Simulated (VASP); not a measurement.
## Zr3H: single point with PBE

Crystal: Zr3H.

```
Zr H
1.0
     5.94667    0.00000    0.00000
    -2.97334    5.14997    0.00000
     0.00000    0.00000    5.09328
Zr H
6 2
Cartesian
  1.4867 0.0000 1.2733
  0.7433 1.2875 3.8200
  -0.7433 1.2875 1.2733
  4.4600 0.0000 3.8200
  2.2300 3.8625 1.2733
  -2.2300 3.8625 3.8200
  0.0000 0.0000 0.0000
  0.0000 0.0000 2.5466
```

```yaml
Program: VASP 6.6.1
Task: single point
Functional: PBE
Potentials_or_basis: VASP PAW PBE potentials, release 64 (Zr_sv, H)
Cutoff: 520 eV
k_mesh: 3 × 3 × 4
Occupations: gaussian, width 0.1 eV
Spin: no spin polarisation
Dipole_correction: no
Further_INCAR_settings: ALGO = Normal; EDIFF = 1e-06; NBANDS = 47
```

```json
{"Pressure": "22.3 GPa", "Largest force": "6.949 eV/Å", "Band gap on the k mesh": "zero (band 37 reaches 7.92 eV, above the bottom of band 38 at 7.53 eV)"}
```

Forces on the atoms (eV/Å):
```
Zr   6.949  0.000  0.000
Zr   3.474  6.018  0.000
Zr  -3.474  6.018  0.000
Zr  -6.949  0.000  0.000
Zr  -3.474 -6.018  0.000
Zr   3.474 -6.018  0.000
H    0.000  0.000  0.000
H    0.000  0.000  0.000
```

Stress tensor (GPa, compression positive):
```
21.93  0.00  0.00
 0.00 21.93  0.00
 0.00  0.00 23.09
```

Levels at points of the mesh, in eV from the Fermi level:
| k point | band 33 | band 34 | band 35 | band 36 | band 37 | band 38 | band 39 | band 40 | band 41 | band 42 |
| --- | --- | --- | --- | --- | --- | --- | --- | --- | --- | --- |
| (0.00, 0.00, 0.00) | -0.82 | -0.47 | -0.47 | -0.38 | -0.11 | 0.12 | 0.37 | 0.37 | 0.39 | 0.39 |
| (0.00, 0.00, 0.50) | -0.79 | -0.79 | 0.19 | 0.19 | 0.19 | 0.19 | 0.44 | 0.44 | 0.48 | 0.48 |

Wall time 55 s on 1 thread of AMD EPYC 9R45 96-Core Processor (Zen 5), on a shared host, peak memory 0.27 GiB.

Caveat: the k points lie up to 0.41 Å⁻¹ apart; forces of over 1 eV/Å act on the atoms, so gaps and moduli don't describe the material at rest.
